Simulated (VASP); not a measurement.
# Si (P6_3/mmc) in VASP: further runs

Si is run at these levels: PBEsol; tasks: single point, relaxation of cell and atoms.

All numbers are computed with VASP 6.6.1; they aren't measurements. Logs are shortened: lines on timing, memory, paths and dates and some standing lists are left out, and cuts for length are marked.

## (1) The cell of the first run

The structure is hexagonal, space group P6_3/mmc (No. 194). Conventional cell: a = 2.627 Å, b = 2.627 Å, c = 4.707 Å, α = 90.00°, β = 90.00°, γ = 120.00°. Within 3.5 Å of Si (site symmetry -6m2) lie 12 Si at 2.63 to 2.80 Å.

## (2) Single point, PBEsol

The input, INCAR:

```
PREC = Accurate
ENCUT = 500
EDIFF = 1E-6
ISMEAR = 0
SIGMA = 0.1
LREAL = F
LASPH = T
NELM = 120
ALGO = Normal
ISIF = 2
LWAVE = F
LCHARG = F
GGA = PS
NBANDS = 11
GGA_COMPAT = F
```

The input, KPOINTS:

```
Automatic mesh
0
Gamma
  8 8 5
```

The input, POSCAR:

```
Si
1.0
    2.6273817384      0.0000000000      0.0000000000
   -1.3136908692      2.2753793309      0.0000000000
    0.0000000000      0.0000000000      4.7071187430
Si
2
Direct
    0.3333333333      0.6666666667      0.2500000000
    0.6666666667      0.3333333333      0.7500000000
```

Potentials or basis: VASP PAW PBE potentials, release 64 (Si).

Launch:

```bash
$ cat potpaw_PBE.64/Si/POTCAR > POTCAR
$ mpirun -np 1 vasp_std > vasp.out
```

OUTCAR:

```text
PREC = Accurate
   ENCUT = 500
   EDIFF = 1E-6
   ISMEAR = 0
   LREAL = F
   LASPH = T
   NELM = 120
   ISIF = 2
   GGA = PS

 ion  position               nearest neighbor table
   1  0.333  0.667  0.250-   2 2.80   2 2.80   2 2.80   2 2.80   2 2.80   2 2.80
   2  0.667  0.333  0.750-   1 2.80   1 2.80   1 2.80   1 2.80   1 2.80   1 2.80

  LATTYP: Found a hexagonal cell.
 ALAT       =     2.6273817384
 C/A-ratio  =     1.7915625561

  Lattice vectors:

 A1 = (   2.6273817384,   0.0000000000,   0.0000000000)
 A2 = (  -1.3136908692,   2.2753793309,   0.0000000000)
 A3 = (   0.0000000000,   0.0000000000,   4.7071187430)

Analysis of symmetry for initial positions (statically):
=====================================================================
 Subroutine PRICEL returns:
 Original cell was already a primitive cell.

 Routine SETGRP: Setting up the symmetry group for a
 hexagonal supercell.

 Subroutine GETGRP returns: Found 24 space group operations
 (whereof 12 operations were pure point group operations)
 out of a pool of 24 trial point group operations.

The static configuration has the point symmetry D_3d.
 The point group associated with its full space group is D_6h.

Analysis of symmetry for dynamics (positions and initial velocities):
=====================================================================
 Subroutine PRICEL returns:
 Original cell was already a primitive cell.

 Routine SETGRP: Setting up the symmetry group for a
 hexagonal supercell.

 Subroutine GETGRP returns: Found 24 space group operations
 (whereof 12 operations were pure point group operations)
 out of a pool of 24 trial point group operations.

The dynamic configuration has the point symmetry D_3d.
 The point group associated with its full space group is D_6h.

 Subroutine INISYM returns: Found 24 space group operations
 (whereof 12 operations are pure point group operations),
 and found     1 'primitive' translations

----------------------------------------------------------------------------------------

                                     Primitive cell

  volume of cell :      28.1405

  direct lattice vectors                    reciprocal lattice vectors
     2.627381738  0.000000000  0.000000000     0.380607045  0.219743580  0.000000000
    -1.313690869  2.275379331  0.000000000     0.000000000  0.439487160  0.000000000
     0.000000000  0.000000000  4.707118743     0.000000000  0.000000000  0.212444184

  length of vectors
     2.627381738  2.627381738  4.707118743     0.439487160  0.439487160  0.212444184
[... 85 lines left out ...]
   IBRION =     -1    ionic relax: 0-MD 1-quasi-New 2-CG
   NFREE  =      0    steps in history (QN), initial steepest desc. (CG)
   ISIF   =      2    stress and relaxation
   ISYM   =      2    0-nonsym 1-usesym 2-fastsym
   POTIM  = 0.5000    time-step for ionic-motion
   TEBEG  =    0.0;   TEEND  =   0.0 temperature during run
   PSTRESS=    0.0 pullay stress
   NELECT =       8.0000    total number of electrons
   NUPDOWN=      -1.0000    fix difference up-down
   EMIN   =  10.00;   EMAX   =-10.00  energy-range for DOS
   EFERMI =   0.00;   METHOD = LEGACY
   ISMEAR =     0;   SIGMA  =   0.10  broadening in eV -4-tet -1-fermi 0-gaus
   EFERMI_NEDOS =   21; number of points for ismear=-14 and -15
   IALGO  =     38    algorithm
   IMIX   =      4    mixing-type and parameters
     AMIX     =   0.40;   BMIX     =  1.00
     AMIX_MAG =   1.60;   BMIX_MAG =  1.00
  volume/ion in A,a.u.               =      14.07        94.95
  Fermi-wavevector in a.u.,A,eV,Ry     =   1.076451  2.034197 15.765696  1.158746
  Thomas-Fermi vector in A             =   2.212335
   LORBIT       =      0    0 simple, 1 ext, 2 COOP (PROOUT), +10 PAW based schemes
   GGA     = PS    functional components
   LHFCALC =     F    Hartree Fock is set to
   AEXX    =    0.0000 exact exchange contribution
   IVDW    =     0    specifies the selected vdW correction
   LEPSILON=     F    determine dielectric tensor
   LRPA    =     F    only Hartree local field effects (RPA)
 non-spin polarized calculation
 Gauss-broadening in eV      SIGMA  =   0.10
  energy-cutoff  :      500.00
  volume of cell :       28.14
 maximum number of plane-waves:       726
 NGX is ok and might be reduce to    20
   NGX =  9   NGY =  9   NGZ = 17

 number of electron       8.0000000 magnetization

 Free energy of the ion-electron system (eV)
  ---------------------------------------------------
  ext. energy  EPLUGINS =         0.00000000
  ---------------------------------------------------
  free energy    TOTEN  =       -10.78657222 eV

  energy without entropy =      -10.78089662  energy(sigma->0) =      -10.78373442

 E-fermi :  10.5038     XC(G=0): -11.3522

 val. band max:       10.4997508463   @ k =   0.3750  -0.0000   0.2000
 cond. band min:      10.5617802956   @ k =   0.3750   0.1250   0.2000
 fundamental gap:      0.0620294494
 Fermi energy:        10.5037636466

 k-point     1 :       0.0000    0.0000    0.0000
  band No.  band energies     occupation
      1      -4.2385      2.00000
      2       1.5135      2.00000
      3       2.9816      2.00000
      4      19.5390      0.00000
      5      20.3222      0.00000
      6      20.4720      0.00000
      7      20.4720      0.00000
      8      21.5334      0.00000
      9      21.5334      0.00000
     10      24.7771      0.00000
     11      24.8135      0.00000
[... 309 lines left out ...]
 k-point    24 :       0.3750   -0.0000    0.4000
  band No.  band energies     occupation
      1       0.6933      2.00000
      2       1.9550      2.00000
      3       7.4523      2.00000
      4       8.6310      2.00000
      5      12.0362      0.00000
      6      15.2836      0.00000
      7      16.2051      0.00000
      8      17.2856      0.00000
      9      18.0809      0.00000
     10      18.7306      0.00000
     11      20.6438      0.00000

 [... further k-points ...]
[... 5 lines left out ...]
  --------------------------------------------------------------------------------------
  -------------------------------------------------------------------------------------
  Total        0.0240174      0.0240174      0.0242490     -0.0000000      0.0000000      0.0000000
  in kB        1.3674302      1.3674302      1.3806150     -0.0000000      0.0000000      0.0000000
  external PRESSURE =       1.3718251 kB  Pullay stress =       0.0000000 kB

 VOLUME and BASIS-vectors are now :
 -----------------------------------------------------------------------------
  energy-cutoff  :      500.00
  volume of cell :       28.14
      direct lattice vectors                 reciprocal lattice vectors
     2.627381738  0.000000000  0.000000000     0.380607045  0.219743580  0.000000000
    -1.313690869  2.275379331  0.000000000     0.000000000  0.439487160  0.000000000
     0.000000000  0.000000000  4.707118743     0.000000000  0.000000000  0.212444184

 POSITION                                       TOTAL-FORCE (eV/Angst)
 -----------------------------------------------------------------------------------
     -0.00000      1.51692      1.17678         0.000000     -0.000000      0.000000
      1.31369      0.75846      3.53034        -0.000000      0.000000      0.000000
 -----------------------------------------------------------------------------------
    total drift:                               -0.000000      0.000000     -0.000000

  FREE ENERGIE OF THE ION-ELECTRON SYSTEM (eV)
  ---------------------------------------------------
  free  energy   TOTEN  =       -10.7865722190 eV

  energy  without entropy=      -10.7808966170  energy(sigma->0) =      -10.78373442
```

stdout:

```text
POSCAR found type information on POSCAR Si
 POSCAR found :  1 types and       2 ions
 scaLAPACK will be used
 -----------------------------------------------------------------------------
|                                                                             |
|                                                                             |
|     You enforced a specific xc type in the INCAR file but a different       |
|     I HOPE YOU KNOW WHAT YOU ARE DOING!                                     |
|                                                                             |
 -----------------------------------------------------------------------------

 LDA part: xc-table for (Slater+PW92), standard interpolation
 POSCAR, INCAR and KPOINTS ok, starting setup
 FFT: planning ... GRIDC
 FFT: planning ... GRID_SOFT
 FFT: planning ... GRID
 WAVECAR not read
 entering main loop
```

Wall time 2.9 s (1 thread of Intel Xeon 6975P-C (Granite Rapids), shared host); peak memory 0.13 GiB.

Results:

```yaml
Free_energy: -10.7866 eV
Pressure: 0.1 GPa
Band_gap_on_the_k_mesh: zero (band 4 reaches 19.54 eV, above the bottom of band 5 at 7.92 eV)
```

Levels at points of the mesh, in eV from the Fermi level:
```csv
k point,band 1,band 2,band 3,band 4,band 5,band 6,band 7,band 8
"(0.00, 0.00, 0.00)",-14.74,-8.99,-7.52,9.04,9.82,9.97,9.97,11.03
"(0.50, 0.00, 0.00)",-8.04,-7.62,-2.49,-1.97,-1.54,-0.08,4.44,6.51
```

Caveat: the PAW data sets were made with another functional, which shifts forces and pressure a little.

## (3) Single point, PBEsol

This run uses another cell than the first one, of 13.42 Å³/atom, 0.954 times its volume.

The input, INCAR:

```
PREC = Accurate
ENCUT = 500
EDIFF = 1E-6
ISMEAR = 0
SIGMA = 0.1
LREAL = False
LASPH = True
NELM = 120
ALGO = Normal
ISIF = 2
LWAVE = False
LCHARG = False
GGA = PS
NBANDS = 11
GGA_COMPAT = False
```

KPOINTS is that of step 2.

The input, POSCAR:

```
Si
1.0
    2.5880271482      0.0000000000      0.0000000000
   -1.2940135741      2.2412972560      0.0000000000
    0.0000000000      0.0000000000      4.6271465289
Si
2
Direct
    0.3333333333      0.6666666667      0.2500000000
    0.6666666667      0.3333333333      0.7500000000
```

Potentials or basis: VASP PAW PBE potentials, release 64 (Si).

Launch:

```bash
$ cat potpaw_PBE.64/Si/POTCAR > POTCAR
$ mpirun -np 1 vasp_std > vasp.out
```

Run time: 2.9 s. Hardware: 1 thread of Intel Xeon 6975P-C (Granite Rapids), shared host; peak memory 0.13 GiB.

Results (log left out):

| Quantity | Value |
| --- | --- |
| Free energy | -10.7659 eV |
| Pressure | 5.2 GPa |
| Band gap on the k mesh | zero (band 4 reaches 20.70 eV, above the bottom of band 5 at 8.40 eV) |

Levels at points of the mesh, in eV from the Fermi level:
| k point | band 1 | band 2 | band 3 | band 4 | band 5 | band 6 | band 7 | band 8 |
| --- | --- | --- | --- | --- | --- | --- | --- | --- |
| (0.00, 0.00, 0.00) | -15.19 | -9.14 | -7.85 | 9.54 | 9.98 | 10.38 | 10.38 | 11.32 |
| (0.50, 0.00, 0.00) | -8.26 | -7.91 | -2.50 | -1.84 | -1.65 | -0.23 | 4.61 | 6.66 |

Caveat: the PAW data sets were made with another functional, which shifts forces and pressure a little.

## (4) Relaxation of cell and atoms, PBEsol

This run uses another cell than the first one, of 15.36 Å³/atom, 1.091 times its volume.

The input, INCAR:

```
SYSTEM = Si
  PREC = Accurate
  ENCUT = 500
  EDIFF = 1E-7
  ISMEAR = 0
  SIGMA = 0.1
  LREAL = .FALSE.
  LASPH = .TRUE.
  NELM = 120
  ALGO = Normal
  ISIF = 3
  LWAVE = .FALSE.
  LCHARG = .FALSE.
  GGA = PS
  IBRION = 2
  NSW = 50
  EDIFFG = -0.02
  GGA_COMPAT = .FALSE.
  NELMIN = 4
```

The input, KPOINTS:

```
regular mesh
0
G
  8 8 5
  0 0 0
```

The input, POSCAR:

```
Si
1.0
    2.7900000000      0.0000000000      0.0000000000
   -1.3950000000      2.4162108766      0.0000000000
    0.0000000000      0.0000000000      4.5560700000
Si
2
Direct
    0.3333333333      0.6666666667      0.2500000000
    0.6666666667      0.3333333333      0.7500000000
```

Launch:

```bash
$ cat potpaw_PBE.64/Si/POTCAR > POTCAR
$ mpirun -np 1 vasp_std > vasp.out
```

Wall time 17 s (1 thread of Intel Xeon 6975P-C (Granite Rapids), shared host); peak memory 0.13 GiB.

Results (log left out):

| Item | Value |
| --- | --- |
| Free energy | -10.7868 eV |
| Relaxed volume | 14.09 Å³/atom |
| Relaxed cell | a = 2.629 Å, b = 2.629 Å, c = 4.710 Å, α = 90.00°, β = 90.00°, γ = 120.00° |
| Space group after relaxing (to 0.05 Å) | P6_3/mmc (No. 194) |
| Energy gained by relaxing | 85.0 meV/atom |
| Ionic steps | 11 |
| Pressure after relaxing | 0.0 GPa |
| Band gap on the k mesh | zero (band 4 reaches 19.50 eV, above the bottom of band 5 at 7.91 eV) |

The path:
| step | energy change (eV) | largest force (eV/Å) | pressure (GPa) | volume (Å³) |
| --- | --- | --- | --- | --- |
| 1 | 0.0000 | 0.0000 | -6.89 | 30.71 |
| 2 | -0.0729 | 0.0000 | 0.70 | 27.87 |
| 3 | -0.0730 | 0.0000 | 0.96 | 27.80 |
| 4 | -0.1342 | 0.0000 | 2.16 | 27.44 |
| 5 | -0.0039 | 0.0000 | 9.86 | 26.24 |
| 6 | -0.1526 | 0.0000 | 4.51 | 27.02 |
| 7 | -0.1579 | 0.0000 | 3.75 | 27.16 |
| 8 | -0.1576 | 0.0000 | -0.42 | 28.44 |
| 9 | -0.1663 | 0.0000 | 1.53 | 27.78 |
| 10 | -0.1684 | 0.0000 | -0.97 | 28.46 |
| 11 | -0.1700 | 0.0000 | -0.01 | 28.18 |

Final structure:
```cif
data_structure
_symmetry_space_group_name_H-M 'P 1'
_symmetry_Int_Tables_number 1
_cell_length_a 2.6286
_cell_length_b 2.6286
_cell_length_c 4.7099
_cell_angle_alpha 90.000
_cell_angle_beta 90.000
_cell_angle_gamma 120.000
_cell_volume 28.18
loop_
_atom_site_label
_atom_site_type_symbol
_atom_site_fract_x
_atom_site_fract_y
_atom_site_fract_z
_atom_site_occupancy
Si1 Si 0.33333 0.66667 0.25000 1
Si2 Si 0.66667 0.33333 0.75000 1
```

Levels at points of the mesh, in eV from the Fermi level:
| k point | band 1 | band 2 | band 3 | band 4 | band 5 | band 6 | band 7 | band 8 |
| --- | --- | --- | --- | --- | --- | --- | --- | --- |
| (0.00, 0.00, 0.00) | -14.73 | -8.99 | -7.51 | 9.02 | 9.81 | 9.96 | 9.96 | 11.02 |
| (0.50, 0.00, 0.00) | -8.04 | -7.61 | -2.49 | -1.97 | -1.53 | -0.07 | 4.44 | 6.51 |

Caveat: the PAW data sets were made with another functional, which shifts forces and pressure a little.

## (5) Relaxation of cell and atoms, PBEsol, target pressure 5 GPa, at which the enthalpy is minimised

This run uses another cell than the first one, of 15.36 Å³/atom, 1.091 times its volume.

The input, INCAR:

```
SYSTEM = Si
PREC     = Accurate       ! precision mode
ENCUT    = 500            ! plane-wave cutoff, eV
EDIFF    = 1E-7           ! SCF threshold, eV
ISMEAR   = 0              ! smearing method
SIGMA    = 0.1            ! smearing width, eV
LREAL    = .FALSE.        ! projectors in reciprocal space
LASPH    = .TRUE.         ! aspherical terms in the spheres
NELM     = 120            ! most SCF steps
ALGO     = Normal         ! electronic algorithm
ISIF     = 3              ! what is computed and relaxed
LWAVE    = .FALSE.        ! write WAVECAR
LCHARG   = .FALSE.        ! write CHGCAR
GGA      = PS             ! functional
IBRION   = 2              ! ionic algorithm
NSW      = 50             ! ionic steps
EDIFFG   = -0.02          ! ionic threshold
PSTRESS  = 50.0         
GGA_COMPAT= .FALSE.      
NELMIN   = 4
```

KPOINTS is that of step 4.

POSCAR is that of step 4.

Launch:

```bash
$ cat potpaw_PBE.64/Si/POTCAR > POTCAR
$ mpirun -np 1 vasp_std > vasp.out
```

It took 20 s on 1 thread of Intel Xeon 6975P-C (Granite Rapids), shared host; peak memory 0.13 GiB.

The run converged. Its results:

```
Free energy                                            : -10.7674 eV
Relaxed volume                                         : 13.44 Å³/atom
Relaxed cell                                           : a = 2.589 Å, b = 2.589 Å, c = 4.629 Å, α = 90.00°, β = 90.00°, γ = 120.00°
Space group after relaxing (to 0.05 Å)                 : P6_3/mmc (No. 194)
Energy change on relaxing (the enthalpy is what falls) : -75.3 meV/atom
Ionic steps                                            : 13
Pressure after relaxing                                : 5.0 GPa
Band gap on the k mesh                                 : zero (band 4 reaches 20.66 eV, above the bottom of band 5 at 8.38 eV)
```

The path:
```tsv
step	energy change (eV)	largest force (eV/Å)	pressure (GPa)	volume (Å³)
1	0.0000	0.0000	-6.89	30.71
2	-0.0192	0.0000	8.46	25.92
3	-0.0452	0.0000	5.61	26.57
4	-0.0477	0.0000	5.30	26.65
5	-0.0763	0.0000	5.68	26.61
6	-0.1306	0.0000	6.31	26.53
7	-0.0650	0.0000	8.74	26.31
8	-0.1347	0.0000	6.96	26.47
9	-0.1364	0.0000	6.77	26.49
10	-0.1584	0.0000	3.42	27.29
11	-0.1473	0.0000	5.46	26.79
12	-0.1537	0.0000	4.40	27.00
13	-0.1507	0.0000	5.00	26.88
```

Final structure:
```
Si
1.0
     2.58926    0.00000    0.00000
    -1.29463    2.24237    0.00000
     0.00000    0.00000    4.62932
Si
2
Direct
  0.33333 0.66667 0.25000
  0.66667 0.33333 0.75000
```

Levels at points of the mesh, in eV from the Fermi level:
```tsv
k point	band 1	band 2	band 3	band 4	band 5	band 6	band 7	band 8
(0.00, 0.00, 0.00)	-15.18	-9.13	-7.84	9.53	9.98	10.36	10.36	11.31
(0.50, 0.00, 0.00)	-8.25	-7.90	-2.50	-1.84	-1.65	-0.23	4.60	6.65
```

Caveat: the cell is relaxed towards a set pressure, so the enthalpy falls and the energy may rise; the PAW data sets were made with another functional, which shifts forces and pressure a little.

## (6) Summary

```tsv
task	cell	gap on the mesh (eV)	pressure (GPa)
single point	a = 2.627, b = 2.627, c = 4.707 Å, angles 90.0, 90.0, 120.0°, 2 atoms	none	0.1
single point	a = 2.588, b = 2.588, c = 4.627 Å, angles 90.0, 90.0, 120.0°, 2 atoms	none	5.2
relaxation of cell and atoms	relaxed from a = 2.790, b = 2.790, c = 4.556 Å, angles 90.0, 90.0, 120.0°, 2 atoms	none	0.0
relaxation of cell and atoms	relaxed to 5 GPa from a = 2.790, b = 2.790, c = 4.556 Å, angles 90.0, 90.0, 120.0°, 2 atoms	none	5.0
```

Alike in all rows: level PBEsol; potentials or basis VASP PAW PBE potentials, release 64 (Si); no spin polarisation; k mesh 8 × 8 × 5; cutoff (eV) 500; smearing gaussian 0.1 eV.

Caveats: the PAW data sets were made with another functional, which shifts forces and pressure a little; the cell is relaxed towards a set pressure, so the enthalpy falls and the energy may rise (some runs).

Total energies depend on the potentials used, so only differences within one code and one set of settings carry meaning.
